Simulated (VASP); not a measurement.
Write the native input for VASP 6.6.1 that does the following.

* Task: relaxation of cell and atoms
* Functional: PBE
* Potentials or basis: VASP PAW PBE potentials, release 64 (Ge_d, Sb, Te)
* Cutoff: 600 eV
* k mesh: 4 × 4 × 4
* Occupations: gaussian, width 0.1 eV
* Spin: no spin polarisation
* Dipole correction: no
* Further INCAR settings: ALGO = Normal; EDIFF = 1e-07; IBRION = 2; EDIFFG = -0.04; NSW = 90; ISIF = 3

The structure of GeSb3Te lies in POSCAR:

```
GeSb3Te
1.0
    4.7669145900      0.0000000000      0.0000000000
    0.0000000000      4.7669145900      0.0000000000
    0.0000000000      0.0000000000      6.0318379400
Ge Sb Te
1 3 1
Direct
    0.5000000000      0.5000000000      0.6620000000
    0.5000000000      0.5000000000      0.1059000000
    0.0000000000      0.5000000000      0.5000000000
    0.5000000000      0.0000000000      0.5000000000
    0.0000000000      0.0000000000      0.0000000000
```

The input as run:

INCAR

```
SYSTEM = GeSb3Te
PREC = Accurate
ENCUT = 600
EDIFF = 1E-7
ISMEAR = 0
SIGMA = 0.1
LREAL = .False.
LASPH = .True.
NELM = 100
ALGO = Normal
ISIF = 3
LWAVE = .False.
LCHARG = .False.
GGA = PE
IBRION = 2
NSW = 90
EDIFFG = -0.04
```

KPOINTS

```
regular mesh
0
Gamma
  4 4 4
  0 0 0
```

Potentials or basis: VASP PAW PBE potentials, release 64 (Ge_d, Sb, Te).

Command:

```console
$ cat potpaw_PBE.64/Ge_d/POTCAR potpaw_PBE.64/Sb/POTCAR potpaw_PBE.64/Te/POTCAR > POTCAR
$ mpirun -np 1 vasp_std > vasp.out
```

Results of the run:

```yaml
Relaxed_volume: 29.55 Å³/atom
Relaxed_cell: a = 4.296 Å, b = 4.296 Å, c = 8.007 Å, α = 90.00°, β = 90.00°, γ = 90.00°
Space_group_after_relaxing_to_0.05_Å: P4mm (No. 99)
Energy_gained_by_relaxing: 367.1 meV/atom
Ionic_steps: 36
Pressure_after_relaxing: 0.0 GPa
Largest_force_after_relaxing: 0.024 eV/Å
```

Caveat: this functional lacks dispersion, which binds the layers, so the pressure and a relaxed spacing across them are unreliable.

It took 14 min on 1 thread of Intel(R) Xeon(R) Platinum 8559C (Emerald Rapids) (shared host), peak memory 0.31 GiB.
